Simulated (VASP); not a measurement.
Input of a VASP 6.6.1 run:

The input INCAR:

```
SYSTEM = BiTe
ALGO = Normal
EDIFF = 1E-6
ENCUT = 520
GGA = PE
ISIF = 2
ISMEAR = 0
LASPH = .TRUE.
LCHARG = .TRUE.
LELF = .TRUE.
LREAL = .FALSE.
LVHAR = .TRUE.
LWAVE = .FALSE.
NBANDS = 18
NELM = 100
PREC = Accurate
SIGMA = 0.15
```

Contents of KPOINTS:

```
k-points
0
G
  12 12 12
  0 0 0
```

POSCAR

```
BiTe
1.0
    2.4953890060      1.4407135143      3.2177731959
   -2.4953890060      1.4407135143      3.2177731959
    0.0000000000     -2.8814270287      3.2177731959
Bi Te
1 1
Direct
    0.5000000000      0.5000000000      0.5000000000
    0.0000000000      0.0000000000      0.0000000000
```

Potentials or basis: VASP PAW PBE potentials, release 64 (Bi_d, Te).

Command:

```bash
$ cat potpaw_PBE.64/Bi_d/POTCAR potpaw_PBE.64/Te/POTCAR > POTCAR
$ mpirun -np 1 vasp_std > vasp.out
```

Predict the pressure.

-1.9 GPa.

Stress tensor (GPa, compression positive):
```
-2.54  0.00  0.00
 0.00 -2.54  0.00
 0.00  0.00 -0.74
```

Caveat: the cell differs from its parent crystal (strain +0.030 along x and y, -0.030 along z).
